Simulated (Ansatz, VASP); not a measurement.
## NaPtCl3: VASP beside Ansatz

The input INCAR:

```
SYSTEM = NaPtCl3
PREC = Accurate
ENCUT = 520
EDIFF = 1E-6
ISMEAR = 0
SIGMA = 0.1
LREAL = .False.
LASPH = .True.
NELM = 100
ALGO = Normal
ISIF = 2
LWAVE = .False.
LCHARG = .False.
GGA = PE
NBANDS = 27
```

File KPOINTS:

```
Automatic mesh
0
Gamma
  8 8 8
  0 0 0
```

POSCAR

```
NaPtCl3
1.0
    5.0968592703      0.0000000000      0.0000000000
    0.0000000000      5.0968592703      0.0000000000
    0.0000000000      0.0000000000      5.0968592703
Na Pt Cl
1 1 3
Direct
    0.0000000000      0.0000000000      0.0000000000
    0.5000000000      0.5000000000      0.5000000000
    0.0000000000      0.5000000000      0.5000000000
    0.5000000000      0.5000000000      0.0000000000
    0.5000000000      0.0000000000      0.5000000000
```

Input for Ansatz:

```yaml
crystal:
  lattice:
    - [5.0968592703, 0.0, 0.0]
    - [0.0, 5.0968592703, 0.0]
    - [0.0, 0.0, 5.0968592703]
  atoms:
    - { symbol: Na, position: [0.0, 0.0, 0.0] }
    - { symbol: Pt, position: [0.5, 0.5, 0.5] }
    - { symbol: Cl, position: [0.0, 0.5, 0.5] }
    - { symbol: Cl, position: [0.5, 0.5, 0.0] }
    - { symbol: Cl, position: [0.5, 0.0, 0.5] }
basis:
  ecutwfc: 420
kpoints:
  mp_grid: { grid: [8, 8, 8] }
hamiltonian:
  xc: pbe
scf:
  occupations: { method: gaussian, width: 0.1 }
output:
  forces: true
  stress: true
  eigenvalues: true
  write_density: true
  write_potential: true
  elf: true
  volumetric_format: npy
```

Alike in both runs: task single point; functional PBE; k mesh 8 × 8 × 8; occupations gaussian, width 0.1 eV; no spin polarisation.

|  | VASP | Ansatz |
| --- | --- | --- |
| version | VASP 6.6.1 | Ansatz 0.2.0 |
| potentials or method | VASP PAW PBE potentials, release 64 (Na_pv, Pt, Cl), cutoff 520 eV | scalar-relativistic, plane waves, PAW |
| valence electrons in the cell | 38 | 48 |

VASP gave:

| Item | Value |
| --- | --- |
| gap on the k mesh at the Fermi level (eV) | none |
| pressure (GPa) | -3.8 |

Problem. Estimate Ansatz's values.

Solution. gap on the k mesh at the Fermi level (eV): none; pressure (GPa): -3.7.

A gap of «none» marks a metal or a gap that the smearing closes. VASP's potentials hold 38 valence electrons a cell and Ansatz's 48, so a difference there can come from the potentials and not from the codes.

Neither program's run includes spin-orbit coupling.
